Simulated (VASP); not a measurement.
Runs of VASP 6.6.1 on Mg3SeS2. The structure is that of space group P6/mmm (No. 191), or close to it. The cells are those of the table. 

```csv
task,cell,k mesh,cutoff (eV),gap on the mesh (eV),pressure (GPa)
single point,"a = 6.289, b = 6.289, c = 4.226 Å, angles 90.0, 90.0, 120.0°, 6 atoms",3 × 3 × 4,520,0.21,(a)
relaxation of cell and atoms,"relaxed from a = 6.289, b = 6.289, c = 4.226 Å, angles 90.0, 90.0, 120.0°, 6 atoms",3 × 3 × 4,600,none,0.0
single point,"a = 7.885, b = 7.885, c = 3.780 Å, angles 90.0, 90.0, 120.0°, 6 atoms",3 × 3 × 4,520,none,0.0
single point,"a = 7.855, b = 7.855, c = 3.938 Å, angles 90.0, 90.0, 120.0°, 6 atoms",6 × 6 × 10,520,none,0.0
```

Alike in all rows: level PBE; potentials or basis VASP PAW PBE potentials, release 64 (Mg, Se, S); no spin polarisation; smearing gaussian 0.1 eV.

Q: Estimate the missing entries.

A: (a) 48.2.

Caveats: some runs use coarse meshes.

A k mesh can miss the band edges, and the runs leave out spin-orbit coupling on Se.

A gap of «none» marks levels without a gap at the run's occupations.
